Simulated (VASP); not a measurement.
# GaN (F-43m) in VASP: a series of runs, part 2 of 2

VASP 6.6.1. The steps go on from the part before.

## Step 4: Single point, PBE

This run uses another cell than the first one, of 11.50 Å³/atom.

INCAR reads:

```
SYSTEM = GaN
ALGO = Normal
EDIFF = 1E-6
ENCUT = 600
GGA = PE
GGA_COMPAT = .False.
ISIF = 2
ISMEAR = 0
LASPH = .True.
LCHARG = .True.
LELF = .True.
LREAL = .False.
LVHAR = .True.
LWAVE = .False.
NBANDS = 16
NELM = 120
PREC = Accurate
SIGMA = 0.01
```

KPOINTS reads:

```
k-points
0
Gamma
  8 8 8
  0 0 0
```

POSCAR reads:

```
GaN
1.0
    0.0000000000      2.2574074808      2.2574074808
    2.2574074808      0.0000000000      2.2574074808
    2.2574074808      2.2574074808      0.0000000000
Ga N
1 1
Direct
    0.0000000000      0.0000000000      0.0000000000
    0.2500000000      0.2500000000      0.2500000000
```

Started as:

```bash
$ cat potpaw_PBE.64/Ga_d/POTCAR potpaw_PBE.64/N/POTCAR > POTCAR
$ mpirun -np 1 vasp_std > vasp.out
```

Wall time 8.9 s (1 thread of Intel Xeon 6975P-C (Granite Rapids), shared host); peak memory 0.15 GiB.

It converged, with:

```yaml
Free_energy: -12.1476 eV
Pressure: 3.9 GPa
Band_gap_on_the_k_mesh: 1.69 eV
```

Levels at points of the mesh, in eV from the valence-band top:
```
           k point  band 5  band 6  band 7  band 8  band 9  band 10  band 11  band 12  band 13  band 14
(0.00, 0.00, 0.00)  -13.12  -13.12    0.00    0.00    0.00     1.69    10.27    10.27    10.27    17.53
(0.50, 0.00, 0.00)  -13.08  -11.88   -7.00   -0.96   -0.96     4.60     8.70    10.34    10.34    15.59
(0.50, 0.50, 0.00)  -13.05  -11.45   -6.10   -2.68   -2.68     3.35     6.63    11.67    13.91    13.91
```

Caveat: the cell stands under pressure.

## Step 5: Single point, PBE

This run uses another cell than the first one, of 11.39 Å³/atom.

INCAR reads:

```
SYSTEM = GaN
PREC = Accurate ; ENCUT = 600
EDIFF = 1E-6 ; ISMEAR = 0
SIGMA = 0.01 ; LREAL = .False.
LASPH = .True. ; NELM = 120
ALGO = Normal ; ISIF = 2
LWAVE = .False. ; LCHARG = .False.
GGA = PE ; NBANDS = 16
GGA_COMPAT = .False.
```

KPOINTS reads:

```
regular mesh
0
Gamma
  8 8 8
  0 0 0
```

POSCAR reads:

```
GaN
1.0
    0.0000000000      2.2496763866      2.2496763866
    2.2496763866      0.0000000000      2.2496763866
    2.2496763866      2.2496763866      0.0000000000
Ga N
1 1
Direct
    0.0000000000      0.0000000000      0.0000000000
    0.2500000000      0.2500000000      0.2500000000
```

Started as:

```bash
$ cat potpaw_PBE.64/Ga_d/POTCAR potpaw_PBE.64/N/POTCAR > POTCAR
$ mpirun -np 1 vasp_std > vasp.out
```

It took 14 s on 1 thread of Intel Xeon 6975P-C (Granite Rapids), shared host; peak memory 0.16 GiB.

The run converged. Its results:

* Free energy: -12.1401 eV
* Pressure: 5.9 GPa
* Band gap on the k mesh: 1.76 eV

Levels at points of the mesh, in eV from the valence-band top:
| k point | band 6 | band 7 | band 8 | band 9 | band 10 | band 11 | band 12 | band 13 |
| --- | --- | --- | --- | --- | --- | --- | --- | --- |
| (0.00, 0.00, 0.00) | -13.12 | 0.00 | 0.00 | 0.00 | 1.76 | 10.33 | 10.33 | 10.33 |
| (0.50, 0.00, 0.00) | -11.88 | -7.07 | -0.97 | -0.97 | 4.67 | 8.75 | 10.39 | 10.39 |
| (0.50, 0.50, 0.00) | -11.45 | -6.14 | -2.72 | -2.72 | 3.35 | 6.69 | 11.74 | 14.02 |

Caveat: the cell stands under pressure.

## Step 6: Single point, PBE

This run uses another cell than the first one, of 11.27 Å³/atom.

INCAR reads:

```
SYSTEM = GaN
PREC     = Accurate       ! precision mode
ENCUT    = 600            ! plane-wave cutoff, eV
EDIFF    = 1E-6           ! SCF threshold, eV
ISMEAR   = 0              ! smearing method
SIGMA    = 0.01           ! smearing width, eV
LREAL    = .False.        ! projectors in reciprocal space
LASPH    = .True.         ! aspherical terms in the spheres
NELM     = 120            ! most SCF steps
ALGO     = Normal         ! electronic algorithm
ISIF     = 2              ! what is computed and relaxed
LWAVE    = .False.        ! write WAVECAR
LCHARG   = .False.        ! write CHGCAR
GGA      = PE             ! functional
NBANDS   = 16             ! bands
GGA_COMPAT= .False.
```

KPOINTS reads:

```
Automatic mesh
0
Gamma
  8 8 8
  0 0 0
```

POSCAR reads:

```
GaN
1.0
    0.0000000000      2.2421891994      2.2421891994
    2.2421891994      0.0000000000      2.2421891994
    2.2421891994      2.2421891994      0.0000000000
Ga N
1 1
Direct
    0.0000000000      0.0000000000      0.0000000000
    0.2500000000      0.2500000000      0.2500000000
```

Potentials or basis: VASP PAW PBE potentials, release 64 (Ga_d, N).

Started as:

```bash
$ cat potpaw_PBE.64/Ga_d/POTCAR potpaw_PBE.64/N/POTCAR > POTCAR
$ mpirun -np 1 vasp_std > vasp.out
```

OUTCAR:

```text
SYSTEM = GaN
   PREC = Accurate
   ENCUT = 600
   EDIFF = 1E-6
   ISMEAR = 0
   LREAL = .False.
   LASPH = .True.
   NELM = 120
   ISIF = 2
   GGA = PE

 ion  position               nearest neighbor table
   1  0.000  0.000  0.000-   2 1.94   2 1.94   2 1.94   2 1.94
   2  0.250  0.250  0.250-   1 1.94   1 1.94   1 1.94   1 1.94

  LATTYP: Found a face centered cubic cell.
 ALAT       =     4.4843783988

  Lattice vectors:

 A1 = (   0.0000000000,   2.2421891994,   2.2421891994)
 A2 = (   2.2421891994,   0.0000000000,   2.2421891994)
 A3 = (   2.2421891994,   2.2421891994,   0.0000000000)

Analysis of symmetry for initial positions (statically):
=====================================================================
 Subroutine PRICEL returns:
 Original cell was already a primitive cell.

 Routine SETGRP: Setting up the symmetry group for a
 face centered cubic supercell.

 Subroutine GETGRP returns: Found 24 space group operations
 (whereof 24 operations were pure point group operations)
 out of a pool of 48 trial point group operations.

The static configuration has the point symmetry T_d .

Analysis of symmetry for dynamics (positions and initial velocities):
=====================================================================
 Subroutine PRICEL returns:
 Original cell was already a primitive cell.

 Routine SETGRP: Setting up the symmetry group for a
 face centered cubic supercell.

 Subroutine GETGRP returns: Found 24 space group operations
 (whereof 24 operations were pure point group operations)
 out of a pool of 48 trial point group operations.

The dynamic configuration has the point symmetry T_d .

 Subroutine INISYM returns: Found 24 space group operations
 (whereof 24 operations are pure point group operations),
 and found     1 'primitive' translations

----------------------------------------------------------------------------------------

[... 111 lines left out ...]
     AMIX     =   0.40;   BMIX     =  1.00
     AMIX_MAG =   1.60;   BMIX_MAG =  1.00
  volume/ion in A,a.u.               =      11.27        76.07
  Fermi-wavevector in a.u.,A,eV,Ry     =   1.518740  2.870002 31.382803  2.306571
  Thomas-Fermi vector in A             =   2.627820
   LORBIT       =      0    0 simple, 1 ext, 2 COOP (PROOUT), +10 PAW based schemes
   GGA     = PE    functional components
   LHFCALC =     F    Hartree Fock is set to
   AEXX    =    0.0000 exact exchange contribution
   IVDW    =     0    specifies the selected vdW correction
   LEPSILON=     F    determine dielectric tensor
   LRPA    =     F    only Hartree local field effects (RPA)
 non-spin polarized calculation
 Gauss-broadening in eV      SIGMA  =   0.01
  energy-cutoff  :      600.00
  volume of cell :       22.54
 maximum number of plane-waves:       763
 NGX is ok and might be reduce to    28
   NGX = 13   NGY = 13   NGZ = 13

 number of electron      18.0000004 magnetization

 Free energy of the ion-electron system (eV)
  ---------------------------------------------------
  ext. energy  EPLUGINS =         0.00000000
  ---------------------------------------------------
  free energy    TOTEN  =       -12.13002628 eV

  energy without entropy =      -12.13002628  energy(sigma->0) =      -12.13002628

 E-fermi :   5.4881     XC(G=0): -11.7479

 val. band max:        5.4473026854   @ k =   0.0000   0.0000   0.0000
 cond. band min:       7.2691054112   @ k =   0.0000   0.0000   0.0000
 fundamental gap:      1.8218027257
 Fermi energy:         5.4880564332

 k-point     1 :       0.0000    0.0000    0.0000
  band No.  band energies     occupation
      1     -10.6173      2.00000
      2      -8.0086      2.00000
      3      -8.0086      2.00000
      4      -8.0086      2.00000
      5      -7.6732      2.00000
      6      -7.6732      2.00000
[... 433 lines left out ...]
      3      -7.8350      2.00000
      4      -7.6947      2.00000
      5      -7.6390      2.00000
      6      -6.1139      2.00000
[... 8 lines left out ...]
     15      24.3958      0.00000
     16      26.7104      0.00000

 [... further k-points ...]

------------------------ aborting loop because EDIFF is reached ----------------------------------------

  FORCE on cell =-STRESS in cart. coord.  units (eV):
  Direction    XX          YY          ZZ          XY          YZ          ZX
  --------------------------------------------------------------------------------------
  -------------------------------------------------------------------------------------
  Total        1.1168479      1.1168479      1.1168479      0.0000000      0.0000000      0.0000000
  in kB       79.3702653     79.3702653     79.3702653      0.0000000      0.0000000      0.0000000
  external PRESSURE =      79.3702653 kB  Pullay stress =       0.0000000 kB

 VOLUME and BASIS-vectors are now :
 -----------------------------------------------------------------------------
  energy-cutoff  :      600.00
  volume of cell :       22.54
      direct lattice vectors                 reciprocal lattice vectors
     0.000000000  2.242189199  2.242189199    -0.222996347  0.222996347  0.222996347
     2.242189199  0.000000000  2.242189199     0.222996347 -0.222996347  0.222996347
     2.242189199  2.242189199  0.000000000     0.222996347  0.222996347 -0.222996347

 POSITION                                       TOTAL-FORCE (eV/Angst)
 -----------------------------------------------------------------------------------
      0.00000      0.00000      0.00000         0.000000     -0.000000      0.000000
      1.12109      1.12109      1.12109        -0.000000      0.000000     -0.000000
 -----------------------------------------------------------------------------------
    total drift:                                0.000000      0.000000      0.000000

  FREE ENERGIE OF THE ION-ELECTRON SYSTEM (eV)
  ---------------------------------------------------
  free  energy   TOTEN  =       -12.1300262819 eV

  energy  without entropy=      -12.1300262819  energy(sigma->0) =      -12.13002628
```

OSZICAR:

```text
N       E                     dE             d eps       ncg     rms          rms(c)
DAV:   1     0.824831696892E+02    0.82483E+02   -0.10138E+04  1048   0.220E+03
DAV:   2    -0.843190170355E+01   -0.90915E+02   -0.83015E+02  1112   0.339E+02
DAV:   3    -0.140907261910E+02   -0.56588E+01   -0.56358E+01  1032   0.738E+01
DAV:   4    -0.141551188332E+02   -0.64393E-01   -0.64385E-01  1216   0.830E+00
DAV:   5    -0.141559748957E+02   -0.85606E-03   -0.85606E-03  1080   0.882E-01    0.776E+00
DAV:   6    -0.121276095072E+02    0.20284E+01   -0.49196E+00  1416   0.407E+01    0.267E+00
DAV:   7    -0.121371065993E+02   -0.94971E-02   -0.32838E-01   984   0.651E+00    0.175E+00
DAV:   8    -0.121334567050E+02    0.36499E-02   -0.54009E-02  1144   0.337E+00    0.715E-01
DAV:   9    -0.121298021172E+02    0.36546E-02   -0.13856E-02  1408   0.283E+00    0.186E-01
DAV:  10    -0.121301134782E+02   -0.31136E-03   -0.15119E-03  1096   0.593E-01    0.804E-02
DAV:  11    -0.121300204641E+02    0.93014E-04   -0.30367E-04  1392   0.277E-01    0.123E-02
DAV:  12    -0.121300264926E+02   -0.60285E-05   -0.31099E-05  1096   0.640E-02    0.116E-02
DAV:  13    -0.121300262819E+02    0.21070E-06   -0.12246E-06   976   0.175E-02
   1 F= -.12130026E+02 E0= -.12130026E+02  d E =-.202342E-11
```

stdout:

```text
POSCAR found type information on POSCAR GaN
 POSCAR found :  2 types and       2 ions
 scaLAPACK will be used
 LDA part: xc-table for (Slater+PW92), standard interpolation
 POSCAR, INCAR and KPOINTS ok, starting setup
 FFT: planning ... GRIDC
 FFT: planning ... GRID_SOFT
 FFT: planning ... GRID
 WAVECAR not read
 entering main loop
```

It took 9.9 s on 1 thread of Intel Xeon 6975P-C (Granite Rapids), shared host; peak memory 0.15 GiB.

Results:

| Property | Result |
| --- | --- |
| Free energy | -12.1300 eV |
| Pressure | 7.9 GPa |
| Band gap on the k mesh | 1.82 eV |

Levels at points of the mesh, in eV from the valence-band top:
```csv
k point,band 6,band 7,band 8,band 9,band 10,band 11,band 12,band 13
"(0.00, 0.00, 0.00)",-13.12,0.00,0.00,0.00,1.82,10.40,10.40,10.40
"(0.50, 0.00, 0.00)",-11.88,-7.14,-0.99,-0.99,4.74,8.80,10.45,10.45
"(0.50, 0.50, 0.00)",-11.46,-6.19,-2.75,-2.75,3.36,6.75,11.82,14.12
```

Caveat: the cell stands under pressure.

## Step 7: Overview

```tsv
cell	gap on the mesh (eV)	pressure (GPa)
a = 3.216 Å, angles 60.0°, 2 atoms	1.55	0.0
a = 3.204 Å, angles 60.0°, 2 atoms	1.62	2.0
a = 3.192 Å, angles 60.0°, 2 atoms	1.69	3.9
a = 3.182 Å, angles 60.0°, 2 atoms	1.76	5.9
a = 3.171 Å, angles 60.0°, 2 atoms	1.82	7.9
```

Alike in all rows: task single point; level PBE; potentials or basis VASP PAW PBE potentials, release 64 (Ga_d, N); no spin polarisation; k mesh 8 × 8 × 8; cutoff (eV) 600; smearing gaussian 0.01 eV.

Caveats: the cell stands under pressure (at least some runs).

Total energies depend on the potentials used, so only differences within one code and one set of settings carry meaning.
